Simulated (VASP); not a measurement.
# Be (Pm-3m) in VASP: notebook, part 2 of 2

VASP 6.6.1. The steps go on from the part before.

### 5 Single point, RPBE

This run uses another cell than the first one, of 10.53 Å³/atom, 1.136 times its volume.

Input file INCAR:

```
SYSTEM = Be
PREC     = Accurate       ! precision mode
ENCUT    = 520            ! plane-wave cutoff, eV
EDIFF    = 1E-6           ! SCF threshold, eV
ISMEAR   = -1             ! smearing method
SIGMA    = 0.1            ! smearing width, eV
LREAL    = .FALSE.        ! projectors in reciprocal space
LASPH    = .TRUE.         ! aspherical terms in the spheres
NELM     = 60             ! most SCF steps
ALGO     = Normal         ! electronic algorithm
ISIF     = 2              ! what is computed and relaxed
LWAVE    = .FALSE.        ! write WAVECAR
LCHARG   = .TRUE.         ! write CHGCAR
GGA      = RP             ! functional
LELF     = .TRUE.         ! ELF
LVHAR    = .TRUE.       
NBANDS   = 7              ! bands
```

Input file KPOINTS:

```
regular mesh
0
G
  16 16 16
  0 0 0
```

Input file POSCAR:

```
Be
1.0
    2.1915002847      0.0000000000      0.0000000000
    0.0000000000      2.1915002847      0.0000000000
    0.0000000000      0.0000000000      2.1915002847
Be
1
Direct
    0.0000000000      0.0000000000      0.0000000000
```

Potentials or basis: VASP PAW PBE potentials, release 64 (Be).

Started as:

```console
$ cat potpaw_PBE.64/Be/POTCAR > POTCAR
$ mpirun -np 1 vasp_std > vasp.out
```

OUTCAR:

```text
SYSTEM = Be
   PREC = Accurate
   ENCUT = 520
   EDIFF = 1E-6
   ISMEAR = -1
   LREAL = .FALSE.
   LASPH = .TRUE.
   NELM = 60
   ISIF = 2
   GGA = RP

 ion  position               nearest neighbor table
   1  0.000  0.000  0.000-

  LATTYP: Found a simple cubic cell.
 ALAT       =     2.1915002847

  Lattice vectors:

 A1 = (   2.1915002847,   0.0000000000,   0.0000000000)
 A2 = (   0.0000000000,   2.1915002847,   0.0000000000)
 A3 = (   0.0000000000,   0.0000000000,   2.1915002847)

Analysis of symmetry for initial positions (statically):
=====================================================================
 Subroutine PRICEL returns:
 Original cell was already a primitive cell.

 Routine SETGRP: Setting up the symmetry group for a
 simple cubic supercell.

 Subroutine GETGRP returns: Found 48 space group operations
 (whereof 48 operations were pure point group operations)
 out of a pool of 48 trial point group operations.

The static configuration has the point symmetry O_h .

Analysis of symmetry for dynamics (positions and initial velocities):
=====================================================================
[... 151 lines left out ...]
  free energy    TOTEN  =        -2.54750134 eV

  energy without entropy =       -2.53519198  energy(sigma->0) =       -2.54134666

 E-fermi :   4.6543     XC(G=0):  -9.6841

 val. band max:        4.6156768537   @ k =   0.5000   0.3125   0.2500
 cond. band min:       4.6561061699   @ k =   0.5000   0.3125   0.1250
 fundamental gap:      0.0404293163
 Fermi energy:         4.6543296531

 k-point     1 :       0.0000    0.0000    0.0000
  band No.  band energies     occupation
      1      -4.9033      2.00000
      2      18.0913      0.00000
      3      18.0913      0.00000
      4      18.0913      0.00000
      5      23.5175      0.00000
      6      23.5175      0.00000
      7      32.0725      0.00000
[... 221 lines left out ...]
 k-point    24 :       0.5000    0.1250    0.0000
  band No.  band energies     occupation
      1       0.5990      2.00000
      2       3.1043      2.00000
      3      19.2761      0.00000
      4      22.0512      0.00000
      5      24.4237      0.00000
      6      32.0055      0.00000
      7      32.2295      0.00000

 [... further k-points ...]
[... 5 lines left out ...]
  --------------------------------------------------------------------------------------
  -------------------------------------------------------------------------------------
  Total        0.0058731      0.0058731      0.0058731      0.0000000     -0.0000000      0.0000000
  in kB        0.8940277      0.8940277      0.8940277      0.0000000     -0.0000000      0.0000000
  external PRESSURE =       0.8940277 kB  Pullay stress =       0.0000000 kB

 VOLUME and BASIS-vectors are now :
 -----------------------------------------------------------------------------
  energy-cutoff  :      520.00
  volume of cell :       10.53
      direct lattice vectors                 reciprocal lattice vectors
     2.191500285  0.000000000  0.000000000     0.456308405  0.000000000  0.000000000
     0.000000000  2.191500285  0.000000000     0.000000000  0.456308405  0.000000000
     0.000000000  0.000000000  2.191500285     0.000000000  0.000000000  0.456308405

 POSITION                                       TOTAL-FORCE (eV/Angst)
 -----------------------------------------------------------------------------------
      0.00000      0.00000      0.00000         0.000000      0.000000      0.000000
 -----------------------------------------------------------------------------------
    total drift:                                0.000000     -0.000000     -0.000000

  FREE ENERGIE OF THE ION-ELECTRON SYSTEM (eV)
  ---------------------------------------------------
  free  energy   TOTEN  =        -2.5475013393 eV

  energy  without entropy=       -2.5351919807  energy(sigma->0) =       -2.54134666
```

OSZICAR:

```text
N       E                     dE             d eps       ncg     rms          rms(c)
DAV:   1    -0.149772359718E+01   -0.14977E+01   -0.96834E+02  2464   0.224E+02
DAV:   2    -0.255949029468E+01   -0.10618E+01   -0.99221E+00  3157   0.215E+01
DAV:   3    -0.256220156562E+01   -0.27113E-02   -0.27108E-02  2576   0.971E-01
DAV:   4    -0.256220234267E+01   -0.77704E-06   -0.77743E-06  3430   0.164E-02
DAV:   5    -0.256220234274E+01   -0.69953E-10   -0.38755E-09  2611   0.159E-04    0.532E-01
DAV:   6    -0.255167798751E+01    0.10524E-01   -0.13734E-03  2541   0.345E-01    0.325E-01
DAV:   7    -0.254750098185E+01    0.41770E-02   -0.12242E-03  2415   0.346E-01    0.170E-02
DAV:   8    -0.254750133935E+01   -0.35749E-06   -0.35435E-06  2807   0.947E-03
   1 F= -.25475013E+01 E0= -.25413467E+01  d E =-.123094E-01
```

stdout:

```text
POSCAR found type information on POSCAR Be
 POSCAR found :  1 types and       1 ions
 scaLAPACK will be used
 -----------------------------------------------------------------------------
|                                                                             |
|                                                                             |
|     You enforced a specific xc type in the INCAR file but a different       |
|     I HOPE YOU KNOW WHAT YOU ARE DOING!                                     |
|                                                                             |
 -----------------------------------------------------------------------------

 LDA part: xc-table for (Slater+PW92), standard interpolation
 POSCAR, INCAR and KPOINTS ok, starting setup
 FFT: planning ... GRIDC
 FFT: planning ... GRID_SOFT
 FFT: planning ... GRID
 WAVECAR not read
 entering main loop
```

Wall time 2.9 s (1 thread of Intel Xeon Platinum 8488C (Sapphire Rapids), shared host); peak memory 0.11 GiB.

Results:

| Quantity | Value |
| --- | --- |
| Free energy | -2.5475 eV |
| Pressure | 0.1 GPa |
| Band gap on the k mesh | zero (band 1 reaches 10.04 eV, above the bottom of band 2 at 2.85 eV) |

Levels at points of the mesh, in eV from the Fermi level:
```tsv
k point	band 1	band 2	band 3	band 4
(0.00, 0.00, 0.00)	-9.56	13.44	13.44	13.44
(0.50, 0.00, 0.00)	-4.51	-1.81	17.06	17.06
(0.50, 0.50, 0.00)	0.75	0.75	6.57	6.94
(0.50, 0.50, 0.50)	5.38	5.38	5.38	13.01
```

Caveat: the PAW data sets were made with another functional, which shifts forces and pressure a little.

### 6 The runs side by side

| cell | gap on the mesh (eV) | pressure (GPa) |
| --- | --- | --- |
| a = 2.100 Å, 1 atom | none | 11.7 |
| a = 2.131 Å, 1 atom | none | 7.1 |
| a = 2.162 Å, 1 atom | none | 3.3 |
| a = 2.192 Å, 1 atom | none | 0.1 |

Alike in all rows: task single point; level RPBE; potentials or basis VASP PAW PBE potentials, release 64 (Be); no spin polarisation; k mesh 16 × 16 × 16; cutoff (eV) 520; smearing fermi-dirac 0.1 eV.

Caveats: the PAW data sets were made with another functional, which shifts forces and pressure a little.

Total energies depend on the potentials used, so only differences within one code and one set of settings carry meaning.
